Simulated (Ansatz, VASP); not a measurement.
## HfPd2N4 in VASP and in Ansatz

```
Hf Pd N
1.0
     0.00000    4.38723    4.38723
     4.38723    0.00000    4.38723
     4.38723    4.38723    0.00000
Hf Pd N
2 4 8
Direct
  0.50000 0.50000 0.50000
  0.75000 0.75000 0.75000
  0.62500 0.12500 0.12500
  0.12500 0.62500 0.12500
  0.12500 0.12500 0.62500
  0.12500 0.12500 0.12500
  0.36369 0.90892 0.36369
  0.90892 0.36369 0.36369
  0.36369 0.36369 0.90892
  0.36369 0.36369 0.36369
  0.88631 0.34108 0.88631
  0.34108 0.88631 0.88631
  0.88631 0.88631 0.88631
  0.88631 0.88631 0.34108
```

Alike in both runs: functional PBE; k mesh 3 × 3 × 3; occupations gaussian, width 0.15 eV; no spin polarisation.

Ansatz relaxed the structure, and its values are those at the end. VASP's run is a single point on that final structure, the one shown.

|  | VASP | Ansatz |
| --- | --- | --- |
| version | VASP 6.6.1 | Ansatz 0.2.0 |
| potentials or method | VASP PAW PBE potentials, release 64 (Hf_pv, Pd, N), cutoff 520 eV | scalar-relativistic, plane waves, PAW |
| valence electrons in the cell | 100 | 164 |

Ansatz gave:

```
gap on the k mesh at the Fermi level (eV) : 1.42
least direct gap on the mesh (eV)         : 1.42
pressure (GPa)                            : -0.7
rms of the force components (eV/Å)        : 0.046
```

Q: What did VASP give for the same quantities?

A: gap on the k mesh at the Fermi level (eV): 1.41; least direct gap on the mesh (eV): 1.41; pressure (GPa): -1.3; rms of the force components (eV/Å): 0.025.

With one functional, cell and mesh, what is left measures potentials, basis and numerics. VASP's potentials hold 100 valence electrons a cell and Ansatz's 164, so a difference there can come from the potentials and not from the codes.

Neither program's run includes spin-orbit coupling.
